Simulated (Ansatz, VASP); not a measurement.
# Zr: VASP beside Ansatz

Contents of INCAR:

```
SYSTEM = Zr
PREC = Accurate
ENCUT = 520
EDIFF = 1E-6
ISMEAR = -1
SIGMA = 0.03
LREAL = .False.
LASPH = .True.
NELM = 60
ALGO = Normal
ISIF = 2
LWAVE = .False.
LCHARG = .False.
GGA = CA
NBANDS = 19
```

File KPOINTS:

```
Automatic mesh
0
Gamma
  13 13 7
  0 0 0
```

File POSCAR:

```
Zr
1.0
    3.1673582580      0.0000000000      0.0000000000
   -1.5836791290      2.7430127143      0.0000000000
    0.0000000000      0.0000000000      5.1470000000
Zr
2
Direct
    0.3333333333      0.6666666667      0.2500000000
    0.6666666667      0.3333333333      0.7500000000
```

Input for Ansatz:

```yaml
crystal:
  lattice:
    - [3.167358258, 0.0, 0.0]
    - [-1.583679129, 2.7430127143, 0.0]
    - [0.0, 0.0, 5.147]
  atoms:
    - { symbol: Zr, position: [0.3333333333, 0.6666666667, 0.25] }
    - { symbol: Zr, position: [0.6666666667, 0.3333333333, 0.75] }
kpoints:
  mp_grid: { grid: [13, 13, 7] }
  band_path:
    path:
      - [0.0, 0.0, 0.0]
      - [0.5, 0.0, 0.0]
      - [0.3333333333, 0.3333333333, 0.0]
      - [0.0, 0.0, 0.0]
      - [0.0, 0.0, 0.5]
      - [0.5, 0.0, 0.5]
      - [0.3333333333, 0.3333333333, 0.5]
      - [0.0, 0.0, 0.5]
      - [0.5, 0.0, 0.5]
    npoints: 5
scf:
  occupations: { method: fermi_dirac, width: 0.03 }
hamiltonian:
  xc: lda
  pseudopotentials: { kind: all_electron, lapw: { basis_error: 0.00025 } }
output:
  forces: true
  stress: true
  eigenvalues: true
```

Change from the starting cell: equal xx and yy strain of -2 %.

Alike in both runs: task single point; functional LDA; k mesh 13 × 13 × 7; occupations fermi-dirac, width 0.03 eV; no spin polarisation.

|  | VASP | Ansatz |
| --- | --- | --- |
| version | VASP 6.6.1 | Ansatz 0.2.0 |
| potentials or method | VASP PAW LDA potentials, release 64 (Zr_sv), cutoff 520 eV | all-electron LAPW, scalar-relativistic |

|  | VASP | Ansatz | Ansatz less VASP |
| --- | --- | --- | --- |
| pressure (GPa) | -2.5 | -2.5 | -0.06 |
| traceless stress, the component that is largest in VASP (GPa) | -0.32 | -0.34 | -0.023 |

LDA's correlation is that of Perdew and Zunger in VASP and of Perdew and Wang (1992) in Ansatz. Ansatz ran all-electron here, and VASP with PAW potentials.
